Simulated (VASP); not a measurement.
# Nb (Fm-3m) in VASP: a series of runs, part 2 of 3

VASP 6.6.1. The steps go on from the part before.

## 3. Electric field gradients, PBE (volume scaled by 1.01)

Input file INCAR:

```
SYSTEM = Nb
  ALGO = Normal
  EDIFF = 1E-8
  ENCUT = 520
  GGA = PE
  ISIF = 2
  ISMEAR = -1
  LASPH = .TRUE.
  LCHARG = .FALSE.
  LEFG = .TRUE.
  LREAL = .FALSE.
  LWAVE = .FALSE.
  NBANDS = 12
  NELM = 60
  PREC = Accurate
  SIGMA = 0.08
```

Input file KPOINTS:

```
k-points
0
G
  13 13 13
  0 0 0
```

Input file POSCAR:

```
Nb
1.0
    0.0000000000      2.1220266297      2.1220266297
    2.1220266297      0.0000000000      2.1220266297
    2.1220266297      2.1220266297      0.0000000000
Nb
1
Direct
    0.0000000000      0.0000000000      0.0000000000
```

Potentials or basis: VASP PAW PBE potentials, release 64 (Nb_sv).

Started as:

```
cat potpaw_PBE.64/Nb_sv/POTCAR > POTCAR
mpirun -np 1 vasp_std > vasp.out
```

OUTCAR:

```text
SYSTEM = Nb
   EDIFF = 1E-8
   ENCUT = 520
   GGA = PE
   ISIF = 2
   ISMEAR = -1
   LASPH = .TRUE.
   LREAL = .FALSE.
   NELM = 60
   PREC = Accurate

 ion  position               nearest neighbor table
   1  0.000  0.000  0.000-

  LATTYP: Found a face centered cubic cell.
 ALAT       =     4.2440532594

  Lattice vectors:

 A1 = (   0.0000000000,   2.1220266297,   2.1220266297)
 A2 = (   2.1220266297,   0.0000000000,   2.1220266297)
 A3 = (   2.1220266297,   2.1220266297,   0.0000000000)

Analysis of symmetry for initial positions (statically):
=====================================================================
 Subroutine PRICEL returns:
 Original cell was already a primitive cell.

 Routine SETGRP: Setting up the symmetry group for a
 face centered cubic supercell.

 Subroutine GETGRP returns: Found 48 space group operations
 (whereof 48 operations were pure point group operations)
 out of a pool of 48 trial point group operations.

The static configuration has the point symmetry O_h .

Analysis of symmetry for dynamics (positions and initial velocities):
=====================================================================
 Subroutine PRICEL returns:
 Original cell was already a primitive cell.

 Routine SETGRP: Setting up the symmetry group for a
 face centered cubic supercell.

 Subroutine GETGRP returns: Found 48 space group operations
 (whereof 48 operations were pure point group operations)
 out of a pool of 48 trial point group operations.

The dynamic configuration has the point symmetry O_h .

 Subroutine INISYM returns: Found 48 space group operations
 (whereof 48 operations are pure point group operations),
 and found     1 'primitive' translations

----------------------------------------------------------------------------------------

                                     Primitive cell

  volume of cell :      19.1110

  direct lattice vectors                    reciprocal lattice vectors
     0.000000000  2.122026630  2.122026630    -0.235623810  0.235623810  0.235623810
     2.122026630  0.000000000  2.122026630     0.235623810 -0.235623810  0.235623810
     2.122026630  2.122026630  0.000000000     0.235623810  0.235623810 -0.235623810

  length of vectors
     3.000998839  3.000998839  3.000998839     0.408112411  0.408112411  0.408112411

  position of ions in fractional coordinates (direct lattice)
     0.000000000  0.000000000  0.000000000

  ion indices of the primitive-cell ions
   primitive index   ion index
                 1           1

----------------------------------------------------------------------------------------

 KPOINTS: k-points

Automatic generation of k-mesh.
 Grid dimensions read from file:
 generate k-points for:   13   13   13

 Generating k-lattice:

  Cartesian coordinates                     Fractional coordinates (reciprocal lattice)
[... 59 lines left out ...]
   NELM   =     60;   NELMIN=  2; NELMDL= -5     # of ELM steps
   EDIFF  = 0.1E-07   stopping-criterion for ELM
   LREAL  =      F    real-space projection
   EDIFFG = 0.1E-06   stopping-criterion for IOM
   NSW    =      0    number of steps for IOM
   IBRION =     -1    ionic relax: 0-MD 1-quasi-New 2-CG
   NFREE  =      0    steps in history (QN), initial steepest desc. (CG)
   ISIF   =      2    stress and relaxation
   ISYM   =      2    0-nonsym 1-usesym 2-fastsym
   POTIM  = 0.5000    time-step for ionic-motion
   TEBEG  =    0.0;   TEEND  =   0.0 temperature during run
   PSTRESS=    0.0 pullay stress
   NELECT =      13.0000    total number of electrons
   NUPDOWN=      -1.0000    fix difference up-down
   EMIN   =  10.00;   EMAX   =-10.00  energy-range for DOS
   EFERMI =   0.00;   METHOD = LEGACY
   ISMEAR =    -1;   SIGMA  =   0.08  broadening in eV -4-tet -1-fermi 0-gaus
   EFERMI_NEDOS =   21; number of points for ismear=-14 and -15
   IALGO  =     38    algorithm
   IMIX   =      4    mixing-type and parameters
     AMIX     =   0.40;   BMIX     =  1.00
     AMIX_MAG =   1.60;   BMIX_MAG =  1.00
  volume/ion in A,a.u.               =      19.11       128.97
  Fermi-wavevector in a.u.,A,eV,Ry     =   1.439777  2.720783 28.204289  2.072957
  Thomas-Fermi vector in A             =   2.558594
   LORBIT       =      0    0 simple, 1 ext, 2 COOP (PROOUT), +10 PAW based schemes
   GGA     = PE    functional components
[... 5 lines left out ...]
 non-spin polarized calculation
  energy-cutoff  :      520.00
  volume of cell :       19.11
 maximum number of plane-waves:       533
   NGX = 11   NGY = 11   NGZ = 11

 number of electron      13.0000000 magnetization

 Free energy of the ion-electron system (eV)
  ---------------------------------------------------
  ext. energy  EPLUGINS =         0.00000000
  ---------------------------------------------------
  free energy    TOTEN  =        -9.90610090 eV

  energy without entropy =       -9.87307990  energy(sigma->0) =       -9.88959040

 E-fermi :  10.7005     XC(G=0): -12.2006

 val. band max:       10.6785665328   @ k =   0.4615   0.1538   0.0000
 cond. band min:      10.7008893830   @ k =  -0.3846   0.2308   0.0769
 fundamental gap:      0.0223228502
 Fermi energy:        10.7004540221

 k-point     1 :       0.0000    0.0000    0.0000
  band No.  band energies     occupation
      1     -44.1037      2.00000
      2     -19.5231      2.00000
      3     -19.5231      2.00000
      4     -19.5231      2.00000
      5       4.5350      2.00000
      6      10.8290      0.33407
      7      10.8290      0.33407
      8      10.8290      0.33407
      9      13.3569      0.00000
     10      13.3569      0.00000
     11      22.5145      0.00000
     12      27.2123      0.00000
[... 331 lines left out ...]
 k-point    24 :       0.4615    0.1538    0.0000
  band No.  band energies     occupation
      1     -43.9203      2.00000
      2     -20.5023      2.00000
      3     -19.7947      2.00000
      4     -19.7275      2.00000
      5       7.5637      2.00000
      6       9.7304      1.99999
      7      10.6786      1.13595
      8      11.4556      0.00016
      9      15.3368      0.00000
     10      15.7487      0.00000
     11      21.2499      0.00000
     12      24.1338      0.00000

 [... further k-points ...]
[... 5 lines left out ...]
  --------------------------------------------------------------------------------------
  -------------------------------------------------------------------------------------
  Total       -0.3548843     -0.3548843     -0.3548843     -0.0000000     -0.0000000      0.0000000
  in kB      -29.7519146    -29.7519146    -29.7519146     -0.0000000     -0.0000000      0.0000000
  external PRESSURE =     -29.7519146 kB  Pullay stress =       0.0000000 kB

 VOLUME and BASIS-vectors are now :
 -----------------------------------------------------------------------------
  energy-cutoff  :      520.00
  volume of cell :       19.11
      direct lattice vectors                 reciprocal lattice vectors
     0.000000000  2.122026630  2.122026630    -0.235623810  0.235623810  0.235623810
     2.122026630  0.000000000  2.122026630     0.235623810 -0.235623810  0.235623810
     2.122026630  2.122026630  0.000000000     0.235623810  0.235623810 -0.235623810

 POSITION                                       TOTAL-FORCE (eV/Angst)
 -----------------------------------------------------------------------------------
      0.00000      0.00000      0.00000         0.000000      0.000000      0.000000
 -----------------------------------------------------------------------------------
    total drift:                                0.000000      0.000000     -0.000000

  FREE ENERGIE OF THE ION-ELECTRON SYSTEM (eV)
  ---------------------------------------------------
  free  energy   TOTEN  =        -9.9061008998 eV

  energy  without entropy=       -9.8730798989  energy(sigma->0) =       -9.88959040

 Electric field gradients (V/A^2)
---------------------------------------------------------------------
 ion       V_xx      V_yy      V_zz      V_xy      V_xz      V_yz
---------------------------------------------------------------------
   1      -0.000    -0.000    -0.000     0.000     0.000     0.000
---------------------------------------------------------------------

 Electric field gradients after diagonalization (V/A^2)
 (convention: |V_zz| > |V_xx| > |V_yy|)
----------------------------------------------------------------------
 ion       V_xx      V_yy      V_zz     asymmetry (V_yy - V_xx)/ V_zz
----------------------------------------------------------------------
   1      -0.000    -0.000     0.000       0.000
----------------------------------------------------------------------

           NMR quadrupolar parameters

 Cq : quadrupolar parameter    Cq=e*Q*V_zz/h
 eta: asymmetry parameters     (V_yy - V_xx)/ V_zz
 Q  : nuclear electric quadrupole moment in mb (millibarn)
----------------------------------------------------------------------
 ion       Cq(MHz)       eta       Q (mb)
----------------------------------------------------------------------
   1       0.000       0.000       1.000
----------------------------------------------------------------------
```

Wall time 10 s (1 thread of Intel Xeon 6975P-C, shared host); peak memory 0.15 GiB.

What came out:

- Free energy: -9.9061 eV
- Pressure: -3.0 GPa

Levels at points of the mesh, in eV from the Fermi level:
| k point | band 4 | band 5 | band 6 | band 7 | band 8 | band 9 |
| --- | --- | --- | --- | --- | --- | --- |
| (0.00, 0.00, 0.00) | -30.22 | -6.17 | 0.13 | 0.13 | 0.13 | 2.66 |

Caveat: without QUAD_EFG the Cq values of the log hold for a quadrupole moment of 1 mb, not for the nuclei.

## 4. Electric field gradients, PBE (volume scaled by 0.99)

Input file INCAR:

```
SYSTEM = Nb
ALGO = Normal
EDIFF = 1E-8
ENCUT = 520
GGA = PE
ISIF = 2
ISMEAR = -1
LASPH = .True.
LCHARG = .False.
LEFG = .True.
LREAL = .False.
LWAVE = .False.
NBANDS = 12
NELM = 60
PREC = Accurate
SIGMA = 0.08
```

Input file KPOINTS:

```
k-points
0
Gamma
  13 13 13
  0 0 0
```

Input file POSCAR:

```
Nb
1.0
    0.0000000000      2.1079263686      2.1079263686
    2.1079263686      0.0000000000      2.1079263686
    2.1079263686      2.1079263686      0.0000000000
Nb
1
Direct
    0.0000000000      0.0000000000      0.0000000000
```

Potentials or basis: VASP PAW PBE potentials, release 64 (Nb_sv).

Started as:

```
cat potpaw_PBE.64/Nb_sv/POTCAR > POTCAR
mpirun -np 1 vasp_std > vasp.out
```

OUTCAR:

```text
SYSTEM = Nb
   EDIFF = 1E-8
   ENCUT = 520
   GGA = PE
   ISIF = 2
   ISMEAR = -1
   LASPH = .True.
   LREAL = .False.
   NELM = 60
   PREC = Accurate

 ion  position               nearest neighbor table
   1  0.000  0.000  0.000-

  LATTYP: Found a face centered cubic cell.
 ALAT       =     4.2158527372

  Lattice vectors:

 A1 = (   0.0000000000,   2.1079263686,   2.1079263686)
 A2 = (   2.1079263686,   0.0000000000,   2.1079263686)
 A3 = (   2.1079263686,   2.1079263686,   0.0000000000)

Analysis of symmetry for initial positions (statically):
=====================================================================
 Subroutine PRICEL returns:
 Original cell was already a primitive cell.

 Routine SETGRP: Setting up the symmetry group for a
 face centered cubic supercell.

 Subroutine GETGRP returns: Found 48 space group operations
 (whereof 48 operations were pure point group operations)
 out of a pool of 48 trial point group operations.

The static configuration has the point symmetry O_h .

Analysis of symmetry for dynamics (positions and initial velocities):
=====================================================================
 Subroutine PRICEL returns:
 Original cell was already a primitive cell.

 Routine SETGRP: Setting up the symmetry group for a
 face centered cubic supercell.

 Subroutine GETGRP returns: Found 48 space group operations
 (whereof 48 operations were pure point group operations)
 out of a pool of 48 trial point group operations.

The dynamic configuration has the point symmetry O_h .

 Subroutine INISYM returns: Found 48 space group operations
 (whereof 48 operations are pure point group operations),
 and found     1 'primitive' translations

----------------------------------------------------------------------------------------

                                     Primitive cell

  volume of cell :      18.7325

  direct lattice vectors                    reciprocal lattice vectors
     0.000000000  2.107926369  2.107926369    -0.237199936  0.237199936  0.237199936
     2.107926369  0.000000000  2.107926369     0.237199936 -0.237199936  0.237199936
     2.107926369  2.107926369  0.000000000     0.237199936  0.237199936 -0.237199936

  length of vectors
     2.981058059  2.981058059  2.981058059     0.410842341  0.410842341  0.410842341

  position of ions in fractional coordinates (direct lattice)
     0.000000000  0.000000000  0.000000000

  ion indices of the primitive-cell ions
   primitive index   ion index
                 1           1

----------------------------------------------------------------------------------------

 KPOINTS: k-points

Automatic generation of k-mesh.
 Grid dimensions read from file:
 generate k-points for:   13   13   13

 Generating k-lattice:

  Cartesian coordinates                     Fractional coordinates (reciprocal lattice)
    -0.018246149  0.018246149  0.018246149     0.076923077  0.000000000  0.000000000
     0.018246149 -0.018246149  0.018246149     0.000000000  0.076923077  0.000000000
[... 63 lines left out ...]
   NFREE  =      0    steps in history (QN), initial steepest desc. (CG)
   ISIF   =      2    stress and relaxation
   ISYM   =      2    0-nonsym 1-usesym 2-fastsym
   POTIM  = 0.5000    time-step for ionic-motion
   TEBEG  =    0.0;   TEEND  =   0.0 temperature during run
   PSTRESS=    0.0 pullay stress
   NELECT =      13.0000    total number of electrons
   NUPDOWN=      -1.0000    fix difference up-down
   EMIN   =  10.00;   EMAX   =-10.00  energy-range for DOS
   EFERMI =   0.00;   METHOD = LEGACY
   ISMEAR =    -1;   SIGMA  =   0.08  broadening in eV -4-tet -1-fermi 0-gaus
   EFERMI_NEDOS =   21; number of points for ismear=-14 and -15
   IALGO  =     38    algorithm
   IMIX   =      4    mixing-type and parameters
     AMIX     =   0.40;   BMIX     =  1.00
     AMIX_MAG =   1.60;   BMIX_MAG =  1.00
  volume/ion in A,a.u.               =      18.73       126.41
  Fermi-wavevector in a.u.,A,eV,Ry     =   1.449408  2.738983 28.582877  2.100782
  Thomas-Fermi vector in A             =   2.567138
   LORBIT       =      0    0 simple, 1 ext, 2 COOP (PROOUT), +10 PAW based schemes
   GGA     = PE    functional components
[... 5 lines left out ...]
 non-spin polarized calculation
  energy-cutoff  :      520.00
  volume of cell :       18.73
 maximum number of plane-waves:       531
 NGX is ok and might be reduce to    24
   NGX = 11   NGY = 11   NGZ = 11

 number of electron      13.0000001 magnetization

 Free energy of the ion-electron system (eV)
  ---------------------------------------------------
  ext. energy  EPLUGINS =         0.00000000
  ---------------------------------------------------
  free energy    TOTEN  =        -9.90917046 eV

  energy without entropy =       -9.87630582  energy(sigma->0) =       -9.89273814

 E-fermi :  10.9764     XC(G=0): -12.3021

 val. band max:       10.9669500690   @ k =   0.4615   0.1538   0.0000
 cond. band min:      10.9813284548   @ k =   0.3846   0.2308   0.0000
 fundamental gap:      0.0143783858
 Fermi energy:        10.9764133887

 k-point     1 :       0.0000    0.0000    0.0000
  band No.  band energies     occupation
      1     -43.8033      2.00000
      2     -19.1870      2.00000
      3     -19.1870      2.00000
      4     -19.1870      2.00000
      5       4.7608      2.00000
      6      11.0930      0.37770
      7      11.0930      0.37770
      8      11.0930      0.37770
      9      13.6929      0.00000
     10      13.6929      0.00000
     11      22.8141      0.00000
     12      27.5994      0.00000
[... 331 lines left out ...]
 k-point    24 :       0.4615    0.1538    0.0000
  band No.  band energies     occupation
      1     -43.6040      2.00000
      2     -20.2316      2.00000
      3     -19.4765      2.00000
      4     -19.4045      2.00000
      5       7.7825      2.00000
      6       9.9745      1.99999
      7      10.9670      1.05908
      8      11.7344      0.00015
      9      15.7325      0.00000
     10      16.1518      0.00000
     11      21.7550      0.00000
     12      24.5185      0.00000

 [... further k-points ...]
[... 5 lines left out ...]
  --------------------------------------------------------------------------------------
  -------------------------------------------------------------------------------------
  Total        0.0264915      0.0264915      0.0264915      0.0000000     -0.0000000      0.0000000
  in kB        2.2657961      2.2657961      2.2657961      0.0000000     -0.0000000      0.0000000
  external PRESSURE =       2.2657961 kB  Pullay stress =       0.0000000 kB

 VOLUME and BASIS-vectors are now :
 -----------------------------------------------------------------------------
  energy-cutoff  :      520.00
  volume of cell :       18.73
      direct lattice vectors                 reciprocal lattice vectors
     0.000000000  2.107926369  2.107926369    -0.237199936  0.237199936  0.237199936
     2.107926369  0.000000000  2.107926369     0.237199936 -0.237199936  0.237199936
     2.107926369  2.107926369  0.000000000     0.237199936  0.237199936 -0.237199936

 POSITION                                       TOTAL-FORCE (eV/Angst)
 -----------------------------------------------------------------------------------
      0.00000      0.00000      0.00000        -0.000000      0.000000     -0.000000
 -----------------------------------------------------------------------------------
    total drift:                               -0.000000      0.000000      0.000000

  FREE ENERGIE OF THE ION-ELECTRON SYSTEM (eV)
  ---------------------------------------------------
  free  energy   TOTEN  =        -9.9091704555 eV

  energy  without entropy=       -9.8763058184  energy(sigma->0) =       -9.89273814

 Electric field gradients (V/A^2)
---------------------------------------------------------------------
 ion       V_xx      V_yy      V_zz      V_xy      V_xz      V_yz
---------------------------------------------------------------------
   1       0.000    -0.000    -0.000    -0.000    -0.000    -0.000
---------------------------------------------------------------------

 Electric field gradients after diagonalization (V/A^2)
 (convention: |V_zz| > |V_xx| > |V_yy|)
----------------------------------------------------------------------
 ion       V_xx      V_yy      V_zz     asymmetry (V_yy - V_xx)/ V_zz
----------------------------------------------------------------------
   1       0.000     0.000    -0.000       0.000
----------------------------------------------------------------------

           NMR quadrupolar parameters

 Cq : quadrupolar parameter    Cq=e*Q*V_zz/h
 eta: asymmetry parameters     (V_yy - V_xx)/ V_zz
 Q  : nuclear electric quadrupole moment in mb (millibarn)
----------------------------------------------------------------------
 ion       Cq(MHz)       eta       Q (mb)
----------------------------------------------------------------------
   1      -0.000       0.000       1.000
----------------------------------------------------------------------
```

OSZICAR:

```text
N       E                     dE             d eps       ncg     rms          rms(c)
DAV:   1     0.115133556791E+03    0.11513E+03   -0.72815E+03  2016   0.107E+03
DAV:   2    -0.568516053287E+01   -0.12082E+03   -0.11677E+03  2204   0.384E+02
DAV:   3    -0.100479274712E+02   -0.43628E+01   -0.41803E+01  2868   0.645E+01
DAV:   4    -0.103618525023E+02   -0.31393E+00   -0.31181E+00  2912   0.159E+01
DAV:   5    -0.103732397085E+02   -0.11387E-01   -0.11381E-01  2900   0.255E+00    0.664E+00
DAV:   6    -0.995518873001E+01    0.41805E+00   -0.66171E-01  3168   0.101E+01    0.236E+00
DAV:   7    -0.990446878653E+01    0.50720E-01   -0.20173E-01  3308   0.557E+00    0.101E+00
DAV:   8    -0.990909912224E+01   -0.46303E-02   -0.12997E-02  2372   0.150E+00    0.411E-02
DAV:   9    -0.990915614016E+01   -0.57018E-04   -0.89966E-04  3396   0.309E-01    0.407E-02
DAV:  10    -0.990917499514E+01   -0.18855E-04   -0.17003E-05  2432   0.571E-02    0.151E-02
DAV:  11    -0.990917065308E+01    0.43421E-05   -0.78782E-06  2576   0.481E-02    0.252E-03
DAV:  12    -0.990917058274E+01    0.70339E-07   -0.55970E-07  2852   0.628E-03    0.657E-04
DAV:  13    -0.990917045356E+01    0.12919E-06   -0.13997E-08  2196   0.135E-03    0.552E-05
DAV:  14    -0.990917045554E+01   -0.19872E-08   -0.21236E-09  1484   0.712E-04
   1 F= -.99091705E+01 E0= -.98927381E+01  d E =-.328646E-01
```

Run time: 10 s. Hardware: 1 thread of Intel Xeon 6975P-C, shared host; peak memory 0.15 GiB.

Results:

| Quantity | Value |
| --- | --- |
| Free energy | -9.9092 eV |
| Pressure | 0.2 GPa |

Levels at points of the mesh, in eV from the Fermi level:
```csv
k point,band 3,band 4,band 5,band 6,band 7,band 8,band 9,band 10
"(0.00, 0.00, 0.00)",-30.16,-30.16,-6.22,0.12,0.12,0.12,2.72,2.72
```

Caveat: without QUAD_EFG the Cq values of the log hold for a quadrupole moment of 1 mb, not for the nuclei.

(Part 2 of 3 ends here.)
